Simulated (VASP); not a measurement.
# Au in VASP: a series of runs, part 2 of 2

VASP 6.6.1. The steps go on from the part before.

### Step 4. Single point, LDA

The input, INCAR:

```
PREC = Accurate
ENCUT = 520
EDIFF = 1E-6
ISMEAR = -1
SIGMA = 0.1
LREAL = Auto
LASPH = True
NELM = 100
ALGO = Normal
ISIF = 2
LWAVE = False
LCHARG = False
GGA = CA
NBANDS = 102
```

The input, KPOINTS:

```
Automatic mesh
0
Gamma
  2 3 1
```

The input, POSCAR:

```
Au
1.0
    8.1600000000      0.0000000000      0.0000000000
    0.0000000000      5.7699910000      0.0000000000
    0.0000000000      0.0000000000     15.3274940000
Au
16
Direct
    0.2500000000      0.2500003899      0.0652422373
    0.7500000000      0.2500003899      0.0652422373
    0.2500000000      0.7500011698      0.0652422373
    0.7500000000      0.7500011698      0.0652422373
   -0.0000490196     -0.0269671131      0.1335573839
    0.4928676471      0.0256672844      0.1368390684
   -0.0013235294      0.4941255541      0.1165422084
    0.4820833333      0.4915432277      0.1405839728
    0.2587867647      0.1646103088      0.2548427029
    0.7784068627      0.1434490972      0.2451346580
    0.2509803922      0.6674013876      0.2394063896
    0.8035661765      0.6600010295      0.2468570531
    0.0193750000     -0.0730157118      0.3374850448
    0.4995955882     -0.1050954846      0.3149112308
    0.0208700980      0.3978862359      0.3398468138
    0.5343259804      0.4037441306      0.3088697996
```

Potentials or basis: VASP PAW LDA potentials, release 64 (Au).

The run is started by

```console
> cat potpaw_LDA.64/Au/POTCAR > POTCAR
> mpirun -np 1 vasp_std > vasp.out
```

OUTCAR:

```text
PREC = Accurate
   ENCUT = 520
   EDIFF = 1E-6
   ISMEAR = -1
   LREAL = Auto
   LASPH = True
   NELM = 100
   ISIF = 2
   GGA = CA

 ion  position               nearest neighbor table
   1  0.250  0.250  0.065-   6 2.61   7 2.61   8 2.62   5 2.80   3 2.88   3 2.89   9 2.95  11 3.60

   2  0.750  0.250  0.065-   7 2.59   6 2.70   5 2.79  10 2.83   8 2.84   4 2.88   4 2.89
   3  0.250  0.750  0.065-   5 2.63   7 2.65   8 2.67  11 2.71   6 2.77   1 2.88   1 2.89
[... 642 lines left out ...]
  Total        8.1459468    -17.0523865      3.6896534     -1.9493476      0.4873013      1.5015402
  in kB       18.0848829    -37.8581424      8.1914297     -4.3277625      1.0818615      3.3335817
  external PRESSURE =      -3.8606100 kB  Pullay stress =       0.0000000 kB

 VOLUME and BASIS-vectors are now :
 -----------------------------------------------------------------------------
  energy-cutoff  :      520.00
  volume of cell :      721.67
      direct lattice vectors                 reciprocal lattice vectors
     8.160000000  0.000000000  0.000000000     0.122549020  0.000000000  0.000000000
     0.000000000  5.769991000  0.000000000     0.000000000  0.173310496  0.000000000
     0.000000000  0.000000000 15.327494000     0.000000000  0.000000000  0.065242237

 POSITION                                       TOTAL-FORCE (eV/Angst)
 -----------------------------------------------------------------------------------
      2.04000      1.44250      1.00000        -0.777589     -0.461514     -0.603008
      6.12000      1.44250      1.00000        -0.659506     -0.122836     -0.101566
      2.04000      4.32750      1.00000         0.658960      0.447249     -0.892660
      6.12000      4.32750      1.00000        -1.541580      0.033069      0.012876
      8.15960      5.61439      2.04710         0.524240      0.850348      0.167474
      4.02180      0.14810      2.09740         0.965943     -1.260101     -0.044157
[... 8 lines left out ...]
      0.17030      2.29580      5.20900        -0.063660      0.462552     -0.434893
      4.36010      2.32960      4.73420        -0.038166      0.210450      0.400835
 -----------------------------------------------------------------------------------
    total drift:                               -0.004069      0.003679     -0.001311

  FREE ENERGIE OF THE ION-ELECTRON SYSTEM (eV)
  ---------------------------------------------------
  free  energy   TOTEN  =       -61.8643263956 eV

  energy  without entropy=      -61.6792178756  energy(sigma->0) =      -61.77177214
```

OSZICAR:

```text
N       E                     dE             d eps       ncg     rms          rms(c)
DAV:   1     0.119969319389E+04    0.11997E+04   -0.79164E+04   816   0.148E+03
DAV:   2     0.138792078118E+02   -0.11858E+04   -0.11127E+04   926   0.300E+02
DAV:   3    -0.642806973442E+02   -0.78160E+02   -0.73699E+02   960   0.671E+01
[... 13 lines left out ...]
DAV:  17    -0.618643084838E+02   -0.15555E-04   -0.22485E-06   594   0.318E-03    0.110E-03
DAV:  18    -0.618643186404E+02   -0.10157E-04   -0.13029E-06   510   0.178E-03    0.530E-04
DAV:  19    -0.618643238940E+02   -0.52536E-05   -0.70633E-07   522   0.110E-03    0.259E-04
DAV:  20    -0.618643261615E+02   -0.22675E-05   -0.33764E-07   516   0.800E-04    0.985E-05
DAV:  21    -0.618643263956E+02   -0.23409E-06   -0.48477E-08   490   0.403E-04
   1 F= -.61864326E+02 E0= -.61771772E+02  d E =-.185109E+00
```

stdout:

```text
POSCAR found type information on POSCAR Au
 POSCAR found :  1 types and      16 ions
 scaLAPACK will be used
 LDA part: xc-table for (Slater(with rela. corr.)+CA(PZ))
 , standard interpolation
 POSCAR, INCAR and KPOINTS ok, starting setup
 FFT: planning ... GRIDC
 FFT: planning ... GRID_SOFT
 FFT: planning ... GRID
 WAVECAR not read
 entering main loop
```

Run time: 22 min. Hardware: 1 thread of Oxide Virtual Turin-like, shared host; peak memory 0.59 GiB.

What came out:

```yaml
Free_energy: -61.8643 eV
Largest_force: 2.163 eV/Å
Band_gap_on_the_k_mesh: zero (bands 88 and 89 overlap by 0.41 eV)
```

Forces in eV/Å, atoms in the order of the input:
```
Au  -0.778 -0.462 -0.603
Au  -0.660 -0.123 -0.102
Au   0.659  0.447 -0.893
Au  -1.542  0.033  0.013
Au   0.524  0.850  0.167
Au   0.966 -1.260 -0.044
Au   0.478 -0.465  0.431
Au   1.806  0.812 -0.871
Au  -0.333  0.400  0.000
Au  -0.420  0.185  0.515
Au  -1.103 -0.198  1.332
Au  -0.853 -0.136  0.453
Au   0.246 -0.550 -0.170
Au   1.112 -0.208 -0.195
Au  -0.064  0.463 -0.435
Au  -0.038  0.210  0.401
```

Levels at points of the mesh, in eV from the Fermi level:
```
           k point  band 85  band 86  band 87  band 88  band 89  band 90
(0.00, 0.00, 0.00)    -1.16    -1.04    -0.52     0.14     0.28     0.86
(0.50, 0.00, 0.00)    -0.36    -0.19     0.02     0.30     0.42     0.46
```

Caveat: the k points lie up to 0.38 Å⁻¹ apart; the atoms stand as in a frame of molecular dynamics; there is no dipole correction, which matters where the two faces differ; spin-orbit coupling is left out, which moves the levels of the heavy elements.

### Step 5. The runs side by side

| cell | gap on the mesh (eV) | largest force (eV/Å) |
| --- | --- | --- |
| as given, atomic positions A | none | 1.50 |
| as given, atomic positions B | none | 1.99 |
| as given, atomic positions C | none | 2.16 |

Alike in all rows: task single point; level LDA; potentials or basis VASP PAW LDA potentials, release 64 (Au); no spin polarisation; k mesh 2 × 3 × 1; cutoff (eV) 520; smearing fermi-dirac 0.1 eV.

Caveats: all runs use coarse meshes; there is no dipole correction, which matters where the two faces differ; spin-orbit coupling is left out, which moves the levels of the heavy elements; the atoms stand as in a frame of molecular dynamics (at least some runs).

Absolute energies hang on the potentials; compare differences alone.
